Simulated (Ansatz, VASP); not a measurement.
## K: VASP beside Ansatz

```
K
1.0
     9.77722    0.00000    0.00000
     0.00000    9.77722    0.00000
     0.00000    0.00000    4.45434
K
1
Direct
  0.00000 0.00000 0.00000
```

Change from the starting cell: strain -0.030 along x and y, +0.030 along z, atoms carried along.

Alike in both runs: task single point; functional LDA; k mesh 6 × 6 × 12; occupations gaussian, width 0.15 eV; no spin polarisation.

|  | VASP | Ansatz |
| --- | --- | --- |
| version | VASP 6.6.1 | Ansatz 0.2.0 |
| potentials or method | VASP PAW LDA potentials, release 64 (K_sv), cutoff 520 eV | scalar-relativistic, plane waves, PAW |
| valence electrons in the cell | 9 | 9 |

|  | VASP | Ansatz | Ansatz less VASP |
| --- | --- | --- | --- |
| gap on the k mesh at the Fermi level (eV) | none | none | - |
| pressure (GPa) | -0.1 | -0.1 | 0.00 |
| traceless stress, the component that is largest in VASP (GPa) | -0.12 | -0.12 | 0.000 |

LDA's correlation is that of Perdew and Zunger in VASP and of Perdew and Wang (1992) in Ansatz. A gap of «none» marks a metal or a gap that the smearing closes.
